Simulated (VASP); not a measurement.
# PbSe (Fm-3m) in VASP: single point with PBE

Aim: the single point of PbSe with PBE.

Everything below comes from runs of VASP 6.6.1. Logs are shortened: lines on timing, memory, paths and dates and some standing lists are left out, and cuts for length are marked.

## Step 1: The cell of the first run

It takes space group Fm-3m (No. 225, cubic). The conventional cell has a = 6.124 Å, b = 6.124 Å, c = 6.124 Å, α = 90.00°, β = 90.00°, γ = 90.00°. Within 4.0 Å of Pb (site symmetry m-3m) lie 6 Se at 3.06 Å. Within 4.0 Å of Se (site symmetry m-3m) lie 6 Pb at 3.06 Å.

## Step 2: Single point, PBE

File INCAR:

```
PREC = Accurate
ENCUT = 520
EDIFF = 1E-6
ISMEAR = 0
SIGMA = 0.05
LREAL = False
LASPH = True
NELM = 80
ALGO = Normal
ISIF = 2
LWAVE = False
LCHARG = False
GGA = PE
NBANDS = 17
```

File KPOINTS:

```
Automatic mesh
0
Gamma
  10 10 10
```

File POSCAR:

```
PbSe
1.0
    0.0000000000      3.0621516472      3.0621516472
    3.0621516472      0.0000000000      3.0621516472
    3.0621516472      3.0621516472      0.0000000000
Pb Se
1 1
Direct
    0.5000000000      0.5000000000      0.5000000000
    0.0000000000      0.0000000000      0.0000000000
```

Potentials or basis: VASP PAW PBE potentials, release 64 (Pb_d, Se).

Started as:

```bash
$ cat potpaw_PBE.64/Pb_d/POTCAR potpaw_PBE.64/Se/POTCAR > POTCAR
$ mpirun -np 1 vasp_std > vasp.out
```

OUTCAR:

```text
PREC = Accurate
   ENCUT = 520
   EDIFF = 1E-6
   ISMEAR = 0
   LREAL = False
   LASPH = True
   NELM = 80
   ISIF = 2
   GGA = PE

 ion  position               nearest neighbor table
   1  0.500  0.500  0.500-   2 3.06   2 3.06   2 3.06   2 3.06   2 3.06   2 3.06
   2  0.000  0.000  0.000-   1 3.06   1 3.06   1 3.06   1 3.06   1 3.06   1 3.06

  LATTYP: Found a face centered cubic cell.
 ALAT       =     6.1243032944

  Lattice vectors:

 A1 = (   0.0000000000,   3.0621516472,   3.0621516472)
 A2 = (   3.0621516472,   0.0000000000,   3.0621516472)
 A3 = (   3.0621516472,   3.0621516472,   0.0000000000)

Analysis of symmetry for initial positions (statically):
=====================================================================
 Subroutine PRICEL returns:
 Original cell was already a primitive cell.

 Routine SETGRP: Setting up the symmetry group for a
 face centered cubic supercell.

 Subroutine GETGRP returns: Found 48 space group operations
 (whereof 48 operations were pure point group operations)
 out of a pool of 48 trial point group operations.

The static configuration has the point symmetry O_h .

Analysis of symmetry for dynamics (positions and initial velocities):
=====================================================================
 Subroutine PRICEL returns:
 Original cell was already a primitive cell.

 Routine SETGRP: Setting up the symmetry group for a
 face centered cubic supercell.

 Subroutine GETGRP returns: Found 48 space group operations
 (whereof 48 operations were pure point group operations)
 out of a pool of 48 trial point group operations.

The dynamic configuration has the point symmetry O_h .

 Subroutine INISYM returns: Found 48 space group operations
 (whereof 48 operations are pure point group operations),
 and found     1 'primitive' translations

----------------------------------------------------------------------------------------

                                     Primitive cell

  volume of cell :      57.4262

  direct lattice vectors                    reciprocal lattice vectors
     0.000000000  3.062151647  3.062151647    -0.163283879  0.163283879  0.163283879
     3.062151647  0.000000000  3.062151647     0.163283879 -0.163283879  0.163283879
     3.062151647  3.062151647  0.000000000     0.163283879  0.163283879 -0.163283879

  length of vectors
     4.330536390  4.330536390  4.330536390     0.282815975  0.282815975  0.282815975

  position of ions in fractional coordinates (direct lattice)
     0.500000000  0.500000000  0.500000000
     0.000000000  0.000000000  0.000000000

  ion indices of the primitive-cell ions
   primitive index   ion index
                 1           1
                 2           2

----------------------------------------------------------------------------------------

 KPOINTS: Automatic mesh

Automatic generation of k-mesh.
 Grid dimensions read from file:
 generate k-points for:   10   10   10

 Generating k-lattice:

  Cartesian coordinates                     Fractional coordinates (reciprocal lattice)
    -0.016328388  0.016328388  0.016328388     0.100000000  0.000000000  0.000000000
     0.016328388 -0.016328388  0.016328388     0.000000000  0.100000000  0.000000000
     0.016328388  0.016328388 -0.016328388     0.000000000  0.000000000  0.100000000

  Length of vectors
     0.028281598  0.028281598  0.028281598

  Shift w.r.t. Gamma in fractional coordinates (k-lattice)
     0.000000000  0.000000000  0.000000000

 Subroutine IBZKPT returns following result:
 ===========================================

 Found     47 irreducible k-points:

 Following reciprocal coordinates:
            Coordinates               Weight
  0.000000  0.000000  0.000000      1.000000
  0.100000  0.000000  0.000000      8.000000
  0.200000  0.000000  0.000000      8.000000
  0.300000  0.000000  0.000000      8.000000
  0.400000  0.000000  0.000000      8.000000
  0.500000  0.000000  0.000000      4.000000
[... 16 lines left out ...]
  0.300000  0.300000  0.000000      6.000000
  0.400000  0.300000  0.000000     24.000000
 [... further k-points ...]
   k-points           NKPTS =     47   k-points in BZ     NKDIM =     47   number of bands    NBANDS=     17
   number of dos      NEDOS =    301   number of ions     NIONS =      2
   total plane-waves  NPLWV =  32768
   dimension x,y,z NGX =    32 NGY =   32 NGZ =   32
   dimension x,y,z NGXF=    64 NGYF=   64 NGZF=   64
   ions per type =               1   1
   NGX,Y,Z   is equivalent  to a cutoff of  12.28, 12.28, 12.28 a.u.
   NGXF,Y,Z  is equivalent  to a cutoff of  24.57, 24.57, 24.57 a.u.
 SYSTEM =  unknown system
   PREC   = accura    normal or accurate (medium, high low for compatibility)
   ISTART =      0    job   : 0-new  1-cont  2-samecut
   ICHARG =      2    charge: 1-file 2-atom 10-const
   ISPIN  =      1    spin polarized calculation?
   LNONCOLLINEAR =      F non collinear calculations
   LSORBIT =      F    spin-orbit coupling
   LASPH  =      T    aspherical Exc in radial PAW
   ENCUT  =  520.0 eV  38.22 Ry    6.18 a.u.   8.05  8.05  8.05*2*pi/ulx,y,z
   NELM   =     80;   NELMIN=  2; NELMDL= -5     # of ELM steps
   EDIFF  = 0.1E-05   stopping-criterion for ELM
   LREAL  =      F    real-space projection
   EDIFFG = 0.1E-04   stopping-criterion for IOM
   NSW    =      0    number of steps for IOM
   IBRION =     -1    ionic relax: 0-MD 1-quasi-New 2-CG
   NFREE  =      0    steps in history (QN), initial steepest desc. (CG)
   ISIF   =      2    stress and relaxation
   ISYM   =      2    0-nonsym 1-usesym 2-fastsym
   POTIM  = 0.5000    time-step for ionic-motion
   TEBEG  =    0.0;   TEEND  =   0.0 temperature during run
   PSTRESS=    0.0 pullay stress
   NELECT =      20.0000    total number of electrons
   NUPDOWN=      -1.0000    fix difference up-down
   EMIN   =  10.00;   EMAX   =-10.00  energy-range for DOS
   EFERMI =   0.00;   METHOD = LEGACY
   ISMEAR =     0;   SIGMA  =   0.05  broadening in eV -4-tet -1-fermi 0-gaus
   EFERMI_NEDOS =   21; number of points for ismear=-14 and -15
   IALGO  =     38    algorithm
   IMIX   =      4    mixing-type and parameters
     AMIX     =   0.40;   BMIX     =  1.00
     AMIX_MAG =   1.60;   BMIX_MAG =  1.00
  volume/ion in A,a.u.               =      28.71       193.77
  Fermi-wavevector in a.u.,A,eV,Ry     =   1.151812  2.176608 18.050442  1.326670
  Thomas-Fermi vector in A             =   2.288467
   LORBIT       =      0    0 simple, 1 ext, 2 COOP (PROOUT), +10 PAW based schemes
   GGA     = PE    functional components
   LHFCALC =     F    Hartree Fock is set to
   AEXX    =    0.0000 exact exchange contribution
   IVDW    =     0    specifies the selected vdW correction
   LEPSILON=     F    determine dielectric tensor
   LRPA    =     F    only Hartree local field effects (RPA)
 non-spin polarized calculation
 Gauss-broadening in eV      SIGMA  =   0.05
  energy-cutoff  :      520.00
  volume of cell :       57.43
 maximum number of plane-waves:      1572
   NGX = 17   NGY = 17   NGZ = 17

 number of electron      20.0000000 magnetization

 Free energy of the ion-electron system (eV)
  ---------------------------------------------------
  ext. energy  EPLUGINS =         0.00000000
  ---------------------------------------------------
  free energy    TOTEN  =        -8.17882713 eV

  energy without entropy =       -8.17882710  energy(sigma->0) =       -8.17882712

 E-fermi :   5.1988     XC(G=0):  -9.5231

 val. band max:        5.0507773343   @ k =   0.5000   0.0000   0.0000
 cond. band min:       5.3468498541   @ k =   0.5000   0.0000   0.0000
 fundamental gap:      0.2960725198
 Fermi energy:         5.1988135172

 k-point     1 :       0.0000    0.0000    0.0000
  band No.  band energies     occupation
      1     -11.7834      2.00000
      2     -11.7834      2.00000
      3     -11.7834      2.00000
      4     -11.7793      2.00000
      5     -11.7793      2.00000
      6      -8.5301      2.00000
[... 9 lines left out ...]
     16      11.5702      0.00000
     17      13.2296      0.00000

 k-point     2 :       0.1000    0.0000    0.0000
  band No.  band energies     occupation
      1     -11.7831      2.00000
      2     -11.7831      2.00000
      3     -11.7831      2.00000
      4     -11.7789      2.00000
      5     -11.7789      2.00000
      6      -8.4541      2.00000
[... 9 lines left out ...]
     16      11.7978      0.00000
     17      14.0204      0.00000

 k-point     3 :       0.2000    0.0000    0.0000
  band No.  band energies     occupation
      1     -11.7886      2.00000
      2     -11.7886      2.00000
      3     -11.7822      2.00000
      4     -11.7713      2.00000
      5     -11.7713      2.00000
      6      -8.2374      2.00000
[... 9 lines left out ...]
     16      12.3739      0.00000
     17      15.4655      0.00000

 k-point     4 :       0.3000    0.0000    0.0000
  band No.  band energies     occupation
      1     -11.7959      2.00000
      2     -11.7959      2.00000
      3     -11.7813      2.00000
      4     -11.7613      2.00000
      5     -11.7613      2.00000
      6      -7.9228      2.00000
[... 9 lines left out ...]
     16      13.2487      0.00000
     17      16.8322      0.00000
[... 343 lines left out ...]
      1     -11.8021      2.00000
      2     -11.7943      2.00000
      3     -11.7784      2.00000
      4     -11.7672      2.00000
      5     -11.7601      2.00000
      6      -7.8090      2.00000
[... 9 lines left out ...]
     16      14.5884      0.00000
     17      15.2041      0.00000

 k-point    23 :       0.3000    0.3000    0.0000
  band No.  band energies     occupation
      1     -11.8485      2.00000
      2     -11.7952      2.00000
      3     -11.7670      2.00000
      4     -11.7550      2.00000
      5     -11.7550      2.00000
      6      -7.6958      2.00000
[... 9 lines left out ...]
     16      15.0792      0.00000
     17      15.5900      0.00000

 k-point    24 :       0.4000    0.3000    0.0000
  band No.  band energies     occupation
      1     -11.8654      2.00000
      2     -11.7951      2.00000
      3     -11.7684      2.00000
      4     -11.7502      2.00000
      5     -11.7476      2.00000
      6      -7.4495      2.00000
[... 9 lines left out ...]
     16      15.7756      0.00000
     17      16.5030      0.00000

 [... further k-points ...]

------------------------ aborting loop because EDIFF is reached ----------------------------------------

  FORCE on cell =-STRESS in cart. coord.  units (eV):
  Direction    XX          YY          ZZ          XY          YZ          ZX
  --------------------------------------------------------------------------------------
  -------------------------------------------------------------------------------------
  Total        0.8352853      0.8352853      0.8352853      0.0000000      0.0000000     -0.0000000
  in kB       23.3042622     23.3042622     23.3042622      0.0000000      0.0000000     -0.0000000
  external PRESSURE =      23.3042622 kB  Pullay stress =       0.0000000 kB

 VOLUME and BASIS-vectors are now :
 -----------------------------------------------------------------------------
  energy-cutoff  :      520.00
  volume of cell :       57.43
      direct lattice vectors                 reciprocal lattice vectors
     0.000000000  3.062151647  3.062151647    -0.163283879  0.163283879  0.163283879
     3.062151647  0.000000000  3.062151647     0.163283879 -0.163283879  0.163283879
     3.062151647  3.062151647  0.000000000     0.163283879  0.163283879 -0.163283879

 POSITION                                       TOTAL-FORCE (eV/Angst)
 -----------------------------------------------------------------------------------
      3.06215      3.06215      3.06215         0.000000      0.000000      0.000000
      0.00000      0.00000      0.00000        -0.000000     -0.000000     -0.000000
 -----------------------------------------------------------------------------------
    total drift:                                0.000000     -0.000000      0.000000

  FREE ENERGIE OF THE ION-ELECTRON SYSTEM (eV)
  ---------------------------------------------------
  free  energy   TOTEN  =        -8.1788271326 eV

  energy  without entropy=       -8.1788270974  energy(sigma->0) =       -8.17882712
```

Run time: 34 s. Hardware: 1 thread of Intel Xeon 8259CL, shared host; peak memory 0.2 GiB.

Results:

| Quantity | Value |
| --- | --- |
| Free energy | -8.1788 eV |
| Pressure | 2.3 GPa |
| Band gap on the k mesh | 0.30 eV, direct |

Caveat: spin-orbit coupling is left out, which moves the levels of the heavy elements.
